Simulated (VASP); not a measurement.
Wanted: the native input for a VASP 6.6.1 run.

- Task: single point
- Functional: PBE
- Potentials or basis: VASP PAW PBE potentials, release 64 (C)
- Cutoff: 520 eV
- k mesh: 10 × 10 × 10
- Occupations: gaussian, width 0.05 eV
- Spin: no spin polarisation
- Dipole correction: no
- Further INCAR settings: ALGO = Normal; EDIFF = 1e-06; NBANDS = 11

The structure of C lies in POSCAR:

```
C
1.0
    0.0594456667      1.8130928333      1.8130928333
    1.8130928333      0.0594456667      1.8130928333
    1.8130928333      1.8130928333      0.0594456667
C
2
Direct
    0.0000000000      0.0000000000      0.0000000000
    0.2500000000      0.2500000000      0.2500000000
```

One way to write it, as run:

INCAR

```
SYSTEM = C
PREC = Accurate
ENCUT = 520
EDIFF = 1E-6
ISMEAR = 0
SIGMA = 0.05
LREAL = .False.
LASPH = .True.
NELM = 60
ALGO = Normal
ISIF = 2
LWAVE = .False.
LCHARG = .True.
GGA = PE
LELF = .True.
LVHAR = .True.
NBANDS = 11
```

KPOINTS

```
regular mesh
0
Gamma
  10 10 10
  0 0 0
```

Potentials or basis: VASP PAW PBE potentials, release 64 (C).

Command:

```console
$ cat potpaw_PBE.64/C/POTCAR > POTCAR
$ mpirun -np 1 vasp_std > vasp.out
```

Results of the run:

| Property | Result |
| --- | --- |
| Pressure | 4.2 GPa |
| Largest force | 0.046 eV/Å |
| Band gap on the k mesh | 4.00 eV, indirect (least direct gap 4.43 eV) |

Wall time 17 s on 1 thread of AMD EPYC 7R43 64-Core Processor (Zen 3), on a shared host, peak memory 0.09 GiB.
